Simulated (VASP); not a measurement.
# Br (Cmce) in VASP: notebook, part 2 of 2

VASP 6.6.1.

## Step 4: Single point, PBE

This run uses another cell than the first one, of 33.99 Å³/atom, 1.042 times its volume.

INCAR

```
PREC = Accurate
ENCUT = 520
EDIFF = 1E-6
ISMEAR = -1
SIGMA = 0.05
LREAL = F
LASPH = T
NELM = 80
ALGO = Normal
ISIF = 2
LWAVE = F
LCHARG = F
GGA = PE
NBANDS = 22
```

KPOINTS

```
Automatic mesh
0
Gamma
  6 6 3
```

POSCAR

```
Br
1.0
    3.3632500000     -2.3225500000      0.0000000000
    3.3632500000      2.3225500000      0.0000000000
    0.0000000000      0.0000000000      8.7023000000
Br
4
Direct
    0.3651000000      0.6349000000      0.3901000000
    0.1349000000      0.8651000000      0.8901000000
    0.6349000000      0.3651000000      0.6099000000
    0.8651000000      0.1349000000      0.1099000000
```

Potentials or basis: VASP PAW PBE potentials, release 64 (Br).

On the command line:

```console
cat potpaw_PBE.64/Br/POTCAR > POTCAR
mpirun -np 1 vasp_std > vasp.out
```

OUTCAR:

```text
PREC = Accurate
   ENCUT = 520
   EDIFF = 1E-6
   ISMEAR = -1
   LREAL = F
   LASPH = T
   NELM = 80
   ISIF = 2
   GGA = PE

 ion  position               nearest neighbor table
   1  0.365  0.635  0.390-   3 2.29
   2  0.135  0.865  0.890-   4 2.29
   3  0.635  0.365  0.610-   1 2.29
   4  0.865  0.135  0.110-   2 2.29

  LATTYP: Found a base centered orthorhombic cell.
 ALAT       =     4.6451000000
 B/A-ratio  =     1.4480850789
 C/A-ratio  =     1.8734365245

  Lattice vectors:

 A1 = (  -3.3632500000,  -2.3225500000,   0.0000000000)
 A2 = (   3.3632500000,  -2.3225500000,   0.0000000000)
 A3 = (   0.0000000000,   0.0000000000,   8.7023000000)

Analysis of symmetry for initial positions (statically):
=====================================================================
 Subroutine PRICEL returns:
 Original cell was already a primitive cell.

 Routine SETGRP: Setting up the symmetry group for a
 base centered orthorhombic supercell.

 Subroutine GETGRP returns: Found  8 space group operations
 (whereof  4 operations were pure point group operations)
 out of a pool of  8 trial point group operations.

The static configuration has the point symmetry C_2h.
 The point group associated with its full space group is D_2h.

Analysis of symmetry for dynamics (positions and initial velocities):
=====================================================================
 Subroutine PRICEL returns:
 Original cell was already a primitive cell.

 Routine SETGRP: Setting up the symmetry group for a
 base centered orthorhombic supercell.

 Subroutine GETGRP returns: Found  8 space group operations
 (whereof  4 operations were pure point group operations)
 out of a pool of  8 trial point group operations.

The dynamic configuration has the point symmetry C_2h.
 The point group associated with its full space group is D_2h.

 Subroutine INISYM returns: Found  8 space group operations
 (whereof  4 operations are pure point group operations),
 and found     1 'primitive' translations

----------------------------------------------------------------------------------------

                                     Primitive cell

  volume of cell :     135.9528

  direct lattice vectors                    reciprocal lattice vectors
     3.363250000 -2.322550000  0.000000000     0.148665725 -0.215280618  0.000000000
     3.363250000  2.322550000  0.000000000     0.148665725  0.215280618  0.000000000
     0.000000000  0.000000000  8.702300000     0.000000000  0.000000000  0.114912150

  length of vectors
     4.087259359  4.087259359  8.702300000     0.261624239  0.261624239  0.114912150

  position of ions in fractional coordinates (direct lattice)
     0.365100000  0.634900000  0.390100000
     0.134900000  0.865100000  0.890100000
     0.634900000  0.365100000  0.609900000
     0.865100000  0.134900000  0.109900000

  ion indices of the primitive-cell ions
   primitive index   ion index
                 1           1
                 2           2
                 3           3
                 4           4

----------------------------------------------------------------------------------------

 KPOINTS: Automatic mesh

Automatic generation of k-mesh.
 Grid dimensions read from file:
 generate k-points for:    6    6    3

 Generating k-lattice:

  Cartesian coordinates                     Fractional coordinates (reciprocal lattice)
     0.024777621 -0.035880103  0.000000000     0.166666667 -0.000000000  0.000000000
     0.024777621  0.035880103  0.000000000    -0.000000000  0.166666667  0.000000000
     0.000000000  0.000000000  0.038304050     0.000000000  0.000000000  0.333333333

  Length of vectors
     0.043604040  0.043604040  0.038304050

  Shift w.r.t. Gamma in fractional coordinates (k-lattice)
     0.000000000  0.000000000  0.000000000

 Subroutine IBZKPT returns following result:
 ===========================================

 Found     26 irreducible k-points:

 Following reciprocal coordinates:
            Coordinates               Weight
  0.000000  0.000000  0.000000      1.000000
  0.166667 -0.000000  0.000000      4.000000
  0.333333 -0.000000  0.000000      4.000000
  0.500000 -0.000000  0.000000      2.000000
  0.166667  0.166667  0.000000      2.000000
  0.333333  0.166667  0.000000      4.000000
[... 16 lines left out ...]
  0.333333  0.333333  0.333333      4.000000
  0.500000  0.333333  0.333333      8.000000
 [... further k-points ...]
   k-points           NKPTS =     26   k-points in BZ     NKDIM =     26   number of bands    NBANDS=     22
   number of dos      NEDOS =    301   number of ions     NIONS =      4
   total plane-waves  NPLWV =  63000
   dimension x,y,z NGX =    30 NGY =   30 NGZ =   70
   dimension x,y,z NGXF=    60 NGYF=   60 NGZF=  140
   ions per type =               4
   NGX,Y,Z   is equivalent  to a cutoff of  12.20, 12.20, 13.37 a.u.
   NGXF,Y,Z  is equivalent  to a cutoff of  24.40, 24.40, 26.75 a.u.
 SYSTEM =  unknown system
   PREC   = accura    normal or accurate (medium, high low for compatibility)
   ISTART =      0    job   : 0-new  1-cont  2-samecut
   ICHARG =      2    charge: 1-file 2-atom 10-const
   ISPIN  =      1    spin polarized calculation?
   LNONCOLLINEAR =      F non collinear calculations
   LSORBIT =      F    spin-orbit coupling
   LASPH  =      T    aspherical Exc in radial PAW
   ENCUT  =  520.0 eV  38.22 Ry    6.18 a.u.   7.60  7.60 16.18*2*pi/ulx,y,z
   NELM   =     80;   NELMIN=  2; NELMDL= -5     # of ELM steps
   EDIFF  = 0.1E-05   stopping-criterion for ELM
   LREAL  =      F    real-space projection
   EDIFFG = 0.1E-04   stopping-criterion for IOM
   NSW    =      0    number of steps for IOM
   IBRION =     -1    ionic relax: 0-MD 1-quasi-New 2-CG
   NFREE  =      0    steps in history (QN), initial steepest desc. (CG)
   ISIF   =      2    stress and relaxation
   ISYM   =      2    0-nonsym 1-usesym 2-fastsym
   POTIM  = 0.5000    time-step for ionic-motion
   TEBEG  =    0.0;   TEEND  =   0.0 temperature during run
   PSTRESS=    0.0 pullay stress
   NELECT =      28.0000    total number of electrons
   NUPDOWN=      -1.0000    fix difference up-down
   EMIN   =  10.00;   EMAX   =-10.00  energy-range for DOS
   EFERMI =   0.00;   METHOD = LEGACY
   ISMEAR =    -1;   SIGMA  =   0.05  broadening in eV -4-tet -1-fermi 0-gaus
   EFERMI_NEDOS =   21; number of points for ismear=-14 and -15
   IALGO  =     38    algorithm
   IMIX   =      4    mixing-type and parameters
     AMIX     =   0.40;   BMIX     =  1.00
     AMIX_MAG =   1.60;   BMIX_MAG =  1.00
  volume/ion in A,a.u.               =      33.99       229.36
  Fermi-wavevector in a.u.,A,eV,Ry     =   0.966788  1.826965 12.717090  0.934680
  Thomas-Fermi vector in A             =   2.096619
   LORBIT       =      0    0 simple, 1 ext, 2 COOP (PROOUT), +10 PAW based schemes
   GGA     = PE    functional components
   LHFCALC =     F    Hartree Fock is set to
   AEXX    =    0.0000 exact exchange contribution
   IVDW    =     0    specifies the selected vdW correction
   LEPSILON=     F    determine dielectric tensor
   LRPA    =     F    only Hartree local field effects (RPA)
 non-spin polarized calculation
  energy-cutoff  :      520.00
  volume of cell :      135.95
 maximum number of plane-waves:      3697
   NGX = 15   NGY = 15   NGZ = 33

 number of electron      27.9999999 magnetization

 Free energy of the ion-electron system (eV)
  ---------------------------------------------------
  ext. energy  EPLUGINS =         0.00000000
  ---------------------------------------------------
  free energy    TOTEN  =        -6.37235862 eV

  energy without entropy =       -6.37235862  energy(sigma->0) =       -6.37235862

 E-fermi :   0.6242     XC(G=0):  -7.8583

 val. band max:       -0.3592604293   @ k =   0.5000   0.5000   0.0000
 cond. band min:       1.5447397519   @ k =   0.0000   0.0000   0.0000
 fundamental gap:      1.9040001812
 Fermi energy:         0.6241576678

 k-point     1 :       0.0000    0.0000    0.0000
  band No.  band energies     occupation
      1     -16.2662      2.00000
      2     -15.9521      2.00000
      3     -13.4408      2.00000
      4     -12.7735      2.00000
      5      -5.2588      2.00000
      6      -4.2631      2.00000
[... 14 lines left out ...]
     21       8.7058      0.00000
     22       8.9623      0.00000
[... 552 lines left out ...]
  band No.  band energies     occupation
      1     -15.9846      2.00000
      2     -15.8801      2.00000
      3     -13.1484      2.00000
      4     -12.9431      2.00000
      5      -4.9884      2.00000
      6      -4.7354      2.00000
[... 14 lines left out ...]
     21       8.8416      0.00000
     22       9.6772      0.00000

 [... further k-points ...]
[... 5 lines left out ...]
  --------------------------------------------------------------------------------------
  -------------------------------------------------------------------------------------
  Total        1.0295312      1.0967694      2.5854276      0.0000000     -0.0000000      0.0000000
  in kB       12.1328221     12.9252114     30.4687533      0.0000000     -0.0000000      0.0000000
  external PRESSURE =      18.5089289 kB  Pullay stress =       0.0000000 kB

 VOLUME and BASIS-vectors are now :
 -----------------------------------------------------------------------------
  energy-cutoff  :      520.00
  volume of cell :      135.95
      direct lattice vectors                 reciprocal lattice vectors
     3.363250000 -2.322550000  0.000000000     0.148665725 -0.215280618  0.000000000
     3.363250000  2.322550000  0.000000000     0.148665725  0.215280618  0.000000000
     0.000000000  0.000000000  8.702300000     0.000000000  0.000000000  0.114912150

 POSITION                                       TOTAL-FORCE (eV/Angst)
 -----------------------------------------------------------------------------------
      3.36325      0.62662      3.39477         0.000000      0.423556     -0.773661
      3.36325      1.69593      7.74592         0.000000     -0.423556     -0.773661
      3.36325     -0.62662      5.30753         0.000000     -0.423556      0.773661
      3.36325     -1.69593      0.95638         0.000000      0.423556      0.773661
 -----------------------------------------------------------------------------------
    total drift:                               -0.000000      0.000000      0.000000

  FREE ENERGIE OF THE ION-ELECTRON SYSTEM (eV)
  ---------------------------------------------------
  free  energy   TOTEN  =        -6.3723586188 eV

  energy  without entropy=       -6.3723586155  energy(sigma->0) =       -6.37235862
```

stdout:

```text
POSCAR found type information on POSCAR Br
 POSCAR found :  1 types and       4 ions
 scaLAPACK will be used
 LDA part: xc-table for (Slater+PW92), standard interpolation
 POSCAR, INCAR and KPOINTS ok, starting setup
 FFT: planning ... GRIDC
 FFT: planning ... GRID_SOFT
 FFT: planning ... GRID
 WAVECAR not read
 entering main loop
```

It took 73 s on 1 thread of Intel Xeon 6975P-C, shared host; peak memory 0.25 GiB.

Results:

* Free energy: -6.3724 eV
* Pressure: 1.9 GPa
* Largest force: 0.882 eV/Å
* Band gap on the k mesh: 1.90 eV, indirect (least direct gap 1.92 eV)

Forces in eV/Å, atoms in the order of the input:
```
Br   0.000  0.424 -0.774
Br   0.000 -0.424 -0.774
Br   0.000 -0.424  0.774
Br   0.000  0.424  0.774
```

Stress tensor (GPa, compression positive):
```
1.21 0.00 0.00
0.00 1.29 0.00
0.00 0.00 3.05
```

Levels at points of the mesh, in eV from the valence-band top:
| k point | band 11 | band 12 | band 13 | band 14 | band 15 | band 16 | band 17 | band 18 |
| --- | --- | --- | --- | --- | --- | --- | --- | --- |
| (0.00, 0.00, 0.00) | -0.91 | -0.34 | -0.06 | -0.02 | 1.90 | 2.65 | 6.00 | 6.69 |
| (0.50, 0.00, 0.00) | -0.78 | -0.78 | -0.22 | -0.22 | 2.56 | 2.56 | 7.17 | 7.17 |
| (0.50, 0.50, 0.00) | -1.31 | -1.12 | -0.37 | 0.00 | 1.96 | 2.33 | 7.34 | 7.61 |

## Step 5: Single point, PBE

This run uses another cell than the first one, of 34.67 Å³/atom, 1.062 times its volume.

INCAR

```
PREC = Accurate
ENCUT = 520
EDIFF = 1E-6
ISMEAR = -1
SIGMA = 0.05
LREAL = False
LASPH = True
NELM = 80
ALGO = Normal
ISIF = 2
LWAVE = False
LCHARG = False
GGA = PE
NBANDS = 22
```

KPOINTS is that of step 4.

POSCAR

```
Br
1.0
    3.3855238279     -2.3379315741      0.0000000000
    3.3855238279      2.3379315741      0.0000000000
    0.0000000000      0.0000000000      8.7599328054
Br
4
Direct
    0.3651000000      0.6349000000      0.3901000000
    0.1349000000      0.8651000000      0.8901000000
    0.6349000000      0.3651000000      0.6099000000
    0.8651000000      0.1349000000      0.1099000000
```

On the command line:

```console
cat potpaw_PBE.64/Br/POTCAR > POTCAR
mpirun -np 1 vasp_std > vasp.out
```

Run time: 84 s. Hardware: 1 thread of Intel Xeon 6975P-C, shared host; peak memory 0.25 GiB.

Results (log left out):

- Free energy: -6.3987 eV
- Pressure: 1.3 GPa
- Largest force: 0.659 eV/Å
- Band gap on the k mesh: 1.84 eV, indirect (least direct gap 1.86 eV)

Forces in eV/Å, atoms in the order of the input:
```
Br   0.000  0.294 -0.590
Br   0.000 -0.294 -0.590
Br   0.000 -0.294  0.590
Br   0.000  0.294  0.590
```

Stress tensor (GPa, compression positive):
```
1.08 0.00 0.00
0.00 0.74 0.00
0.00 0.00 1.94
```

Levels at points of the mesh, in eV from the valence-band top:
```tsv
k point	band 10	band 11	band 12	band 13	band 14	band 15	band 16	band 17	band 18	band 19
(0.00, 0.00, 0.00)	-1.58	-0.89	-0.32	-0.06	-0.02	1.84	2.58	5.99	6.72	7.46
(0.50, 0.00, 0.00)	-1.94	-0.75	-0.75	-0.21	-0.21	2.48	2.48	7.21	7.21	9.21
(0.50, 0.50, 0.00)	-2.26	-1.26	-1.09	-0.36	0.00	1.90	2.27	7.39	7.65	7.77
```

A k mesh can miss the band edges. As with any semilocal functional, this PBE gap is likely too small.

## Step 6: The runs side by side

| cell | gap on the mesh (eV) | pressure (GPa) | largest force (eV/Å) |
| --- | --- | --- | --- |
| a = 4.032, b = 4.032, c = 8.585 Å, angles 90.0, 90.0, 69.3°, 4 atoms | 2.04 | 3.3 | 1.38 |
| a = 4.060, b = 4.060, c = 8.644 Å, angles 90.0, 90.0, 69.3°, 4 atoms | 1.97 | 2.5 | 1.12 |
| a = 4.087, b = 4.087, c = 8.702 Å, angles 90.0, 90.0, 69.3°, 4 atoms | 1.90 | 1.9 | 0.88 |
| a = 4.114, b = 4.114, c = 8.760 Å, angles 90.0, 90.0, 69.3°, 4 atoms | 1.84 | 1.3 | 0.66 |

Alike in all rows: task single point; level PBE; potentials or basis VASP PAW PBE potentials, release 64 (Br); no spin polarisation; k mesh 6 × 6 × 3; cutoff (eV) 520; smearing fermi-dirac 0.05 eV.

Caveats: forces of over 1 eV/Å act on the atoms, so gaps and moduli don't describe the material at rest (some runs).

Total energies depend on the potentials used, so only differences within one code and one set of settings carry meaning.
